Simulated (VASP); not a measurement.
Crystal: Re.

```
Re
1.0
     2.76080    0.00000    0.00000
    -1.38040    2.39092    0.00000
     0.00000    0.00000    4.45820
Re
2
Direct
  0.33333 0.66667 0.25000
  0.66667 0.33333 0.75000
```

| Quantity | Value |
| --- | --- |
| Program | VASP 6.6.1 |
| Task | relaxation of cell and atoms |
| Functional | PBE |
| Potentials or basis | VASP PAW PBE potentials, release 64 (Re) |
| Cutoff | 600 eV |
| k mesh | 18 × 18 × 10 |
| Occupations | gaussian, width 0.1 eV |
| Spin | no spin polarisation |

At the start: pressure 5.7 GPa; volume 14.71 Å³/atom.

Task: Where does the relaxation end?

Result: Over 28 steps the energy falls by 3.8 meV/atom and the volume is 14.93 Å³/atom (+1.5 %); space group P6_3/mmc (No. 194, to 0.1 Å) before and after.

Step by step:
| step | energy change (eV) | largest force (eV/Å) | pressure (GPa) | volume (Å³) |
| --- | --- | --- | --- | --- |
| 1 | 0.0000 | 0.0000 | 5.72 | 29.43 |
| 2 | 0.1128 | 0.0000 | -19.63 | 31.72 |
| 3 | -0.0077 | 0.0000 | -0.18 | 29.88 |
| 4 | -0.0077 | 0.0000 | -0.05 | 29.86 |
| 5 | -0.0077 | 0.0000 | 0.06 | 29.86 |
| 6 | -0.0077 | 0.0000 | 0.14 | 29.86 |
| 7 | -0.0077 | 0.0000 | 0.14 | 29.86 |
| 8 | -0.0077 | 0.0000 | 0.13 | 29.86 |
| 9 | -0.0077 | 0.0000 | 0.00 | 29.87 |
| 10 | -0.0077 | 0.0000 | -0.04 | 29.87 |
| 11 | -0.0077 | 0.0000 | -0.03 | 29.86 |
| 12 | -0.0077 | 0.0000 | 0.04 | 29.86 |
| 13 | -0.0077 | 0.0000 | 0.06 | 29.86 |
| 14 | -0.0077 | 0.0000 | 0.06 | 29.86 |
| 15 | -0.0077 | 0.0000 | 0.04 | 29.86 |
| 16 | -0.0077 | 0.0000 | 0.03 | 29.86 |
| 17 | -0.0077 | 0.0000 | 0.03 | 29.86 |
| 18 | -0.0077 | 0.0000 | 0.04 | 29.86 |
| 19 | -0.0077 | 0.0000 | 0.04 | 29.86 |
| 20 | -0.0077 | 0.0000 | 0.04 | 29.86 |
| 21 | -0.0077 | 0.0000 | 0.03 | 29.87 |
| 22 | -0.0077 | 0.0000 | 0.02 | 29.87 |
| 23 | -0.0077 | 0.0000 | -0.05 | 29.87 |
| 24 | -0.0077 | 0.0000 | -0.09 | 29.87 |
| 25 | -0.0077 | 0.0000 | -0.04 | 29.87 |
| 26 | -0.0077 | 0.0000 | -0.03 | 29.87 |
| 27 | -0.0077 | 0.0000 | -0.01 | 29.87 |
| 28 | -0.0077 | 0.0000 | 0.00 | 29.86 |

Final structure:
```cif
data_structure
_symmetry_space_group_name_H-M 'P 1'
_symmetry_Int_Tables_number 1
_cell_length_a 2.7740
_cell_length_b 2.7740
_cell_length_c 4.4814
_cell_angle_alpha 90.000
_cell_angle_beta 90.000
_cell_angle_gamma 120.000
_cell_volume 29.86
loop_
_atom_site_label
_atom_site_type_symbol
_atom_site_fract_x
_atom_site_fract_y
_atom_site_fract_z
_atom_site_occupancy
Re1 Re 0.33333 0.66667 0.25000 1
Re2 Re 0.66667 0.33333 0.75000 1
```
